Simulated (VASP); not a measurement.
# GdO (F-43m) in VASP: settings compared

The runs below take GdO through single point, with PBEsol+U, PBE+D4+U.

Everything below comes from runs of VASP 6.6.1. Logs are shortened: lines on timing, memory, paths and dates and some standing lists are left out, and cuts for length are marked.

## (1) The cell of the first run

The structure is cubic, space group F-43m (No. 216). The conventional cell has a = 5.352 Å, b = 5.352 Å, c = 5.352 Å, α = 90.00°, β = 90.00°, γ = 90.00°. Within 3.1 Å of Gd (site symmetry -43m) lie 4 O at 2.32 Å. Within 3.1 Å of O (site symmetry -43m) lie 4 Gd at 2.32 Å.

## (2) Single point, PBEsol+U, collinear spin, ferromagnetic start (19.16 Å³/atom)

INCAR

```
SYSTEM = GdO
ALGO = Normal
EDIFF = 1E-6
ENCUT = 520
GGA = PS
ISIF = 2
ISMEAR = 0
ISPIN = 2
LASPH = .True.
LCHARG = .False.
LDAU = .True.
LDAUJ = 0 0
LDAUL = 3 -1
LDAUPRINT = 1
LDAUTYPE = 2
LDAUU = 6 0
LMAXMIX = 6
LORBIT = 11
LREAL = .False.
LWAVE = .False.
MAGMOM = 7.71 0.01
NBANDS = 23
NELM = 150
PREC = Accurate
SIGMA = 0.05
```

KPOINTS

```
k-points
0
Gamma
  8 8 8
  0 0 0
```

POSCAR

```
GdO
1.0
    0.0000000000      2.6759761951      2.6759761951
    2.6759761951      0.0000000000      2.6759761951
    2.6759761951      2.6759761951      0.0000000000
Gd O
1 1
Direct
    0.0000000000      0.0000000000      0.0000000000
    0.2500000000      0.2500000000      0.2500000000
```

Potentials or basis: VASP PAW PBE potentials, release 64 (Gd, O).

Started as:

```console
> cat potpaw_PBE.64/Gd/POTCAR potpaw_PBE.64/O/POTCAR > POTCAR
> mpirun -np 1 vasp_std > vasp.out
```

OUTCAR:

```text
SYSTEM = GdO
   EDIFF = 1E-6
   ENCUT = 520
   GGA = PS
   ISIF = 2
   ISMEAR = 0
   ISPIN = 2
   LASPH = .True.
   LORBIT = 11
   LREAL = .False.
   NELM = 150
   PREC = Accurate

 ion  position               nearest neighbor table
   1  0.000  0.000  0.000-   2 2.32   2 2.32   2 2.32   2 2.32
   2  0.250  0.250  0.250-   1 2.32   1 2.32   1 2.32   1 2.32

  LATTYP: Found a face centered cubic cell.
 ALAT       =     5.3519523902

  Lattice vectors:

 A1 = (   0.0000000000,   2.6759761951,   2.6759761951)
 A2 = (   2.6759761951,   0.0000000000,   2.6759761951)
 A3 = (   2.6759761951,   2.6759761951,   0.0000000000)

Analysis of symmetry for initial positions (statically):
=====================================================================
 Subroutine PRICEL returns:
 Original cell was already a primitive cell.

 Routine SETGRP: Setting up the symmetry group for a
 face centered cubic supercell.

 Subroutine GETGRP returns: Found 24 space group operations
 (whereof 24 operations were pure point group operations)
 out of a pool of 48 trial point group operations.

The static configuration has the point symmetry T_d .

Analysis of symmetry for dynamics (positions and initial velocities):
=====================================================================
 Subroutine PRICEL returns:
 Original cell was already a primitive cell.

 Routine SETGRP: Setting up the symmetry group for a
 face centered cubic supercell.

 Subroutine GETGRP returns: Found 24 space group operations
 (whereof 24 operations were pure point group operations)
 out of a pool of 48 trial point group operations.

The dynamic configuration has the point symmetry T_d .

Analysis of structural, dynamic, and magnetic symmetry:
=====================================================================
 Subroutine PRICEL returns:
 Original cell was already a primitive cell.

 Routine SETGRP: Setting up the symmetry group for a
 face centered cubic supercell.

 Subroutine GETGRP returns: Found 24 space group operations
 (whereof 24 operations were pure point group operations)
 out of a pool of 48 trial point group operations.

The overall configuration has the point symmetry T_d .

 Subroutine INISYM returns: Found 24 space group operations
 (whereof 24 operations are pure point group operations),
 and found     1 'primitive' translations

----------------------------------------------------------------------------------------

                                     Primitive cell

  volume of cell :      38.3245

  direct lattice vectors                    reciprocal lattice vectors
     0.000000000  2.675976195  2.675976195    -0.186847701  0.186847701  0.186847701
     2.675976195  0.000000000  2.675976195     0.186847701 -0.186847701  0.186847701
     2.675976195  2.675976195  0.000000000     0.186847701  0.186847701 -0.186847701

  length of vectors
     3.784401828  3.784401828  3.784401828     0.323629711  0.323629711  0.323629711

  position of ions in fractional coordinates (direct lattice)
     0.000000000  0.000000000  0.000000000
     0.250000000  0.250000000  0.250000000

  ion indices of the primitive-cell ions
   primitive index   ion index
                 1           1
                 2           2

----------------------------------------------------------------------------------------

 KPOINTS: k-points

Automatic generation of k-mesh.
 Grid dimensions read from file:
 generate k-points for:    8    8    8

 Generating k-lattice:

  Cartesian coordinates                     Fractional coordinates (reciprocal lattice)
    -0.023355963  0.023355963  0.023355963     0.125000000  0.000000000  0.000000000
     0.023355963 -0.023355963  0.023355963     0.000000000  0.125000000  0.000000000
[... 63 lines left out ...]
   NFREE  =      0    steps in history (QN), initial steepest desc. (CG)
   ISIF   =      2    stress and relaxation
   ISYM   =      2    0-nonsym 1-usesym 2-fastsym
   POTIM  = 0.5000    time-step for ionic-motion
   TEBEG  =    0.0;   TEEND  =   0.0 temperature during run
   PSTRESS=    0.0 pullay stress
   NELECT =      24.0000    total number of electrons
   NUPDOWN=      -1.0000    fix difference up-down
   EMIN   =  10.00;   EMAX   =-10.00  energy-range for DOS
   EFERMI =   0.00;   METHOD = LEGACY
   ISMEAR =     0;   SIGMA  =   0.05  broadening in eV -4-tet -1-fermi 0-gaus
   EFERMI_NEDOS =   21; number of points for ismear=-14 and -15
   IALGO  =     38    algorithm
   IMIX   =      4    mixing-type and parameters
     AMIX     =   0.40;   BMIX     =  1.00
     AMIX_MAG =   1.60;   BMIX_MAG =  1.00
  volume/ion in A,a.u.               =      19.16       129.31
  Fermi-wavevector in a.u.,A,eV,Ry     =   1.400618  2.646784 26.690963  1.961730
  Thomas-Fermi vector in A             =   2.523561
   LORBIT       =     11    0 simple, 1 ext, 2 COOP (PROOUT), +10 PAW based schemes
 LDA+U is selected, type is set to LDAUTYPE =  2
   angular momentum for each species LDAUL =     3   -1
   U (eV)           for each species LDAUU =   6.0  0.0
   J (eV)           for each species LDAUJ =   0.0  0.0
   GGA     = PS    functional components
   LHFCALC =     F    Hartree Fock is set to
   AEXX    =    0.0000 exact exchange contribution
   IVDW    =     0    specifies the selected vdW correction
   LEPSILON=     F    determine dielectric tensor
   LRPA    =     F    only Hartree local field effects (RPA)
 spin polarized calculation
 Gauss-broadening in eV      SIGMA  =   0.05
  energy-cutoff  :      520.00
  volume of cell :       38.32
 maximum number of plane-waves:      1056
   NGX = 15   NGY = 15   NGZ = 15

atom =   1  type =  1  l = 3

 onsite density matrix

spin component  1

  0.9917  0.0000 -0.0001 -0.0000 -0.0000 -0.0000  0.0000
  0.0000  0.9988  0.0000 -0.0000  0.0000 -0.0000  0.0000
 -0.0001  0.0000  0.9918 -0.0000  0.0000 -0.0000 -0.0000
 -0.0000 -0.0000 -0.0000  0.9916  0.0000  0.0000  0.0000
 -0.0000  0.0000  0.0000  0.0000  0.9918 -0.0000  0.0001
 -0.0000 -0.0000 -0.0000  0.0000 -0.0000  0.9919  0.0000
  0.0000  0.0000 -0.0000  0.0000  0.0001  0.0000  0.9917

spin component  2

  0.0036 -0.0000 -0.0001  0.0000  0.0000  0.0000  0.0000
 -0.0000  0.0102 -0.0000  0.0000  0.0000  0.0000  0.0000
 -0.0001 -0.0000  0.0037 -0.0000  0.0000 -0.0000 -0.0000
  0.0000  0.0000 -0.0000  0.0035  0.0000 -0.0000 -0.0000
  0.0000  0.0000  0.0000  0.0000  0.0037  0.0000  0.0001
  0.0000  0.0000 -0.0000 -0.0000  0.0000  0.0038 -0.0000
  0.0000  0.0000 -0.0000 -0.0000  0.0001 -0.0000  0.0036

 occupancies and eigenvectors

  o =  0.0035  v =  0.0000  0.0000  0.0000  0.0000  0.0000  0.0000  0.0000 -0.7906 -0.0000 -0.6124  0.0000 -0.0005 -0.0000  0.0006      0.0000  0.0000  0.0000  0.0000  0.0000  0.0000  0.0000  0.0000  0.0000  0.0000  0.0000  0.0000  0.0000  0.0000
  o =  0.0035  v =  0.0000  0.0000  0.0000  0.0000  0.0000  0.0000  0.0000  0.0006  0.0000  0.0005  0.0005 -0.6124  0.0000  0.7906      0.0000  0.0000  0.0000  0.0000  0.0000  0.0000  0.0000  0.0000  0.0000  0.0000  0.0000  0.0000  0.0000  0.0000
  o =  0.0035  v =  0.0000  0.0000  0.0000  0.0000  0.0000  0.0000  0.0000  0.0000 -0.0000  0.0000  1.0000  0.0003  0.0000 -0.0004      0.0000  0.0000  0.0000  0.0000  0.0000  0.0000  0.0000  0.0000  0.0000  0.0000  0.0000  0.0000  0.0000  0.0000
  o =  0.0038  v =  0.0000  0.0000  0.0000  0.0000  0.0000  0.0000  0.0000 -0.6124  0.0000  0.7906 -0.0000  0.0009  0.0002  0.0007      0.0000  0.0000  0.0000  0.0000  0.0000  0.0000  0.0000  0.0000  0.0000  0.0000  0.0000  0.0000  0.0000  0.0000
  o =  0.0038  v =  0.0000  0.0000  0.0000  0.0000  0.0000  0.0000  0.0000  0.0007 -0.0000 -0.0009 -0.0000  0.7906  0.0001  0.6124      0.0000  0.0000  0.0000  0.0000  0.0000  0.0000  0.0000  0.0000  0.0000  0.0000  0.0000  0.0000  0.0000  0.0000
  o =  0.0038  v =  0.0000  0.0000  0.0000  0.0000  0.0000  0.0000  0.0000 -0.0001  0.0000  0.0002  0.0000  0.0001 -1.0000  0.0001      0.0000  0.0000  0.0000  0.0000  0.0000  0.0000  0.0000  0.0000  0.0000  0.0000  0.0000  0.0000  0.0000  0.0000
  o =  0.0102  v =  0.0000  0.0000  0.0000  0.0000  0.0000  0.0000  0.0000  0.0000 -1.0000 -0.0000 -0.0000 -0.0000 -0.0000 -0.0000      0.0000  0.0000  0.0000  0.0000  0.0000  0.0000  0.0000  0.0000  0.0000  0.0000  0.0000  0.0000  0.0000  0.0000
  o =  0.9916  v =  0.0003 -0.0000  0.0002  0.9999 -0.0071 -0.0000  0.0092  0.0000  0.0000  0.0000  0.0000  0.0000  0.0000  0.0000      0.0000  0.0000  0.0000  0.0000  0.0000  0.0000  0.0000  0.0000  0.0000  0.0000  0.0000  0.0000  0.0000  0.0000
  o =  0.9916  v =  0.0007 -0.0000  0.0005  0.0116  0.6123  0.0000 -0.7905  0.0000  0.0000  0.0000  0.0000  0.0000  0.0000  0.0000      0.0000  0.0000  0.0000  0.0000  0.0000  0.0000  0.0000  0.0000  0.0000  0.0000  0.0000  0.0000  0.0000  0.0000
  o =  0.9916  v =  0.7906 -0.0000  0.6124 -0.0003 -0.0005  0.0000  0.0007  0.0000  0.0000  0.0000  0.0000  0.0000  0.0000  0.0000      0.0000  0.0000  0.0000  0.0000  0.0000  0.0000  0.0000  0.0000  0.0000  0.0000  0.0000  0.0000  0.0000  0.0000
  o =  0.9919  v = -0.0001  0.0000  0.0001  0.0000  0.0412  0.9986  0.0319  0.0000  0.0000  0.0000  0.0000  0.0000  0.0000  0.0000      0.0000  0.0000  0.0000  0.0000  0.0000  0.0000  0.0000  0.0000  0.0000  0.0000  0.0000  0.0000  0.0000  0.0000
  o =  0.9919  v =  0.0001  0.0000 -0.0002 -0.0000 -0.7895  0.0521 -0.6115  0.0000  0.0000  0.0000  0.0000  0.0000  0.0000  0.0000      0.0000  0.0000  0.0000  0.0000  0.0000  0.0000  0.0000  0.0000  0.0000  0.0000  0.0000  0.0000  0.0000  0.0000
  o =  0.9919  v = -0.6124 -0.0000  0.7906 -0.0000 -0.0002 -0.0001 -0.0001  0.0000  0.0000  0.0000  0.0000  0.0000  0.0000  0.0000      0.0000  0.0000  0.0000  0.0000  0.0000  0.0000  0.0000  0.0000  0.0000  0.0000  0.0000  0.0000  0.0000  0.0000
  o =  0.9988  v =  0.0000 -1.0000 -0.0000 -0.0000 -0.0000  0.0000 -0.0000  0.0000  0.0000  0.0000  0.0000  0.0000  0.0000  0.0000      0.0000  0.0000  0.0000  0.0000  0.0000  0.0000  0.0000  0.0000  0.0000  0.0000  0.0000  0.0000  0.0000  0.0000

 number of electron      23.9999999 magnetization       7.9413351

 Free energy of the ion-electron system (eV)
  ---------------------------------------------------
  ext. energy  EPLUGINS =         0.00000000
  ---------------------------------------------------
  free energy    TOTEN  =       -22.33280317 eV

  energy without entropy =      -22.33183402  energy(sigma->0) =      -22.33231859

 E-fermi :   4.1518     XC(G=0): -10.4055

 val. band max:        4.1314425301   @ k =   0.3750   0.1250   0.0000
 cond. band min:       4.1522198948   @ k =   0.3750   0.0000   0.0000
 fundamental gap:      0.0207773648
 Fermi energy:         4.1517602141

 spin component 1

 k-point     1 :       0.0000    0.0000    0.0000
  band No.  band energies     occupation
      1     -41.7061      1.00000
      2     -18.9042      1.00000
      3     -18.9042      1.00000
      4     -18.9042      1.00000
      5     -15.3416      1.00000
      6      -4.2593      1.00000
[... 1241 lines left out ...]
     22      13.4234      0.00000
     23      17.0585      0.00000

 [... further k-points ...]

------------------------ aborting loop because EDIFF is reached ----------------------------------------

  FORCE on cell =-STRESS in cart. coord.  units (eV):
  Direction    XX          YY          ZZ          XY          YZ          ZX
  --------------------------------------------------------------------------------------
  -------------------------------------------------------------------------------------
  Total       -0.2931182     -0.2931182     -0.2931182     -0.0000000      0.0000000     -0.0000000
  in kB      -12.2539631    -12.2539631    -12.2539631     -0.0000000      0.0000000     -0.0000000
  external PRESSURE =     -12.2539631 kB  Pullay stress =       0.0000000 kB

 VOLUME and BASIS-vectors are now :
 -----------------------------------------------------------------------------
  energy-cutoff  :      520.00
  volume of cell :       38.32
      direct lattice vectors                 reciprocal lattice vectors
     0.000000000  2.675976195  2.675976195    -0.186847701  0.186847701  0.186847701
     2.675976195  0.000000000  2.675976195     0.186847701 -0.186847701  0.186847701
     2.675976195  2.675976195  0.000000000     0.186847701  0.186847701 -0.186847701

 POSITION                                       TOTAL-FORCE (eV/Angst)
 -----------------------------------------------------------------------------------
      0.00000      0.00000      0.00000        -0.000000     -0.000000     -0.000000
      1.33799      1.33799      1.33799         0.000000      0.000000      0.000000
 -----------------------------------------------------------------------------------
    total drift:                                0.000000      0.000000      0.000000

  FREE ENERGIE OF THE ION-ELECTRON SYSTEM (eV)
  ---------------------------------------------------
  free  energy   TOTEN  =       -22.3328031700 eV

  energy  without entropy=      -22.3318340159  energy(sigma->0) =      -22.33231859

 total charge

# of ion       s       p       d       f       tot
--------------------------------------------------
    1        2.034   5.626   0.532   6.974  15.166
    2        1.564   3.427   0.000   0.000   4.991
--------------------------------------------------
tot          3.597   9.054   0.532   6.974  20.157

 magnetization (x)

# of ion       s       p       d       f       tot
--------------------------------------------------
    1        0.008  -0.046   0.212   6.912   7.086
    2        0.005  -0.007   0.000   0.000  -0.002
--------------------------------------------------
tot          0.012  -0.053   0.212   6.912   7.083
```

Wall time 44 s (1 thread of AMD EPYC 9R45 (Zen 5), shared host); peak memory 0.17 GiB.

Results:

```
Free energy                                           : -22.3328 eV
Pressure                                              : -1.2 GPa
Net moment                                            : 7.94 μB per cell
Site moments                                          : Gd +7.09; O -0.00 μB
Valence electrons inside the program's atomic spheres : Gd 15.17; O 4.99
```

Levels at points of the mesh, in eV from the Fermi level:
Spin up:
```csv
k point,band 13,band 14,band 15,band 16,band 17,band 18,band 19,band 20
"(0.00, 0.00, 0.00)",-5.79,-5.79,-5.79,-2.50,2.38,2.38,4.42,4.42
"(0.50, 0.00, 0.00)",-5.53,-5.37,-5.37,0.04,2.27,2.27,2.77,4.50
"(0.50, 0.50, 0.00)",-6.40,-4.58,-4.58,-1.06,0.83,4.02,4.51,4.51
```
Spin down:
```tsv
k point	band 6	band 7	band 8	band 9	band 10	band 11
(0.00, 0.00, 0.00)	-5.65	-5.65	-5.65	-1.10	2.76	2.76
(0.50, 0.00, 0.00)	-5.22	-5.22	-5.15	1.37	2.40	2.63
(0.50, 0.50, 0.00)	-6.19	-4.46	-4.46	0.89	1.37	2.82
```

Eigenvalues of the final occupation matrices:
```tsv
site	spin	trace	eigenvalues
site 1 f	1	6.95	0.99 0.99 0.99 0.99 0.99 0.99 1.00
site 1 f	2	0.03	0.00 0.00 0.00 0.00 0.00 0.00 0.01
```

Caveat: the PAW data sets were made with another functional, which shifts forces and pressure a little; spin-orbit coupling is left out, which moves the levels of the heavy elements; a cell with one magnetic atom can't hold antiferromagnetic order, which such compounds often take. The state reached can hang on the start; a lower one may exist.

## (3) Single point, PBE+D4+U, collinear spin, ferromagnetic start (19.23 Å³/atom)

This run uses another cell than the first one, of 19.23 Å³/atom.

Edit INCAR of step 2 so:

```diff
@@ -4,3 +4,3 @@
 ENCUT = 520
-GGA = PS
+GGA = PE
 ISIF = 2
@@ -8,2 +8,3 @@
 ISPIN = 2
+IVDW = 13
 LASPH = .True.
@@ -20,3 +21,3 @@
 LWAVE = .False.
-MAGMOM = 7.71 0.01
+MAGMOM = 7.71 0.02
 NBANDS = 23
```

KPOINTS is that of step 2.

POSCAR

```
GdO
1.0
    0.0000000000      2.6789738271      2.6789738271
    2.6789738271      0.0000000000      2.6789738271
    2.6789738271      2.6789738271      0.0000000000
Gd O
1 1
Direct
    0.0000000000      0.0000000000      0.0000000000
    0.2500000000      0.2500000000      0.2500000000
```

Potentials or basis: VASP PAW PBE potentials, release 64 (Gd, O).

Started as:

```console
> cat potpaw_PBE.64/Gd/POTCAR potpaw_PBE.64/O/POTCAR > POTCAR
> mpirun -np 1 vasp_std > vasp.out
```

Wall time 43 s (1 thread of AMD EPYC 9R45 (Zen 5), shared host); peak memory 0.18 GiB.

It converged, with:

* Free energy: -22.1756 eV
* Pressure: 0.0 GPa
* Net moment: 7.94 μB per cell
* Site moments: Gd +7.07; O +0.01 μB
* Valence electrons inside the program's atomic spheres: Gd 15.18; O 5.01
* Dispersion energy per atom: -0.244 eV

Levels at points of the mesh, in eV from the Fermi level:
Spin up:
| k point | band 12 | band 13 | band 14 | band 15 | band 16 | band 17 | band 18 | band 19 | band 20 | band 21 |
| --- | --- | --- | --- | --- | --- | --- | --- | --- | --- | --- |
| (0.00, 0.00, 0.00) | -8.31 | -5.72 | -5.72 | -5.72 | -2.45 | 2.48 | 2.48 | 4.43 | 4.43 | 4.43 |
| (0.50, 0.00, 0.00) | -8.31 | -5.47 | -5.30 | -5.30 | 0.03 | 2.35 | 2.35 | 2.91 | 4.54 | 4.54 |
| (0.50, 0.50, 0.00) | -8.33 | -6.31 | -4.54 | -4.54 | -1.05 | 0.93 | 4.09 | 4.55 | 4.55 | 7.32 |
Spin down:
```csv
k point,band 6,band 7,band 8,band 9,band 10,band 11
"(0.00, 0.00, 0.00)",-5.59,-5.59,-5.59,-1.06,2.76,2.76
"(0.50, 0.00, 0.00)",-5.17,-5.17,-5.11,1.41,2.42,2.64
"(0.50, 0.50, 0.00)",-6.13,-4.43,-4.43,0.94,1.41,2.82
```

Eigenvalues of the final occupation matrices:
```
    site  spin  trace                         eigenvalues
site 1 f     1   6.95  0.99 0.99 0.99 0.99 0.99 0.99 1.00
site 1 f     2   0.03  0.00 0.00 0.00 0.00 0.00 0.00 0.01
```

Caveat: spin-orbit coupling is left out, which moves the levels of the heavy elements; a cell with one magnetic atom can't hold antiferromagnetic order, which such compounds often take. The state reached can hang on the start; a lower one may exist.
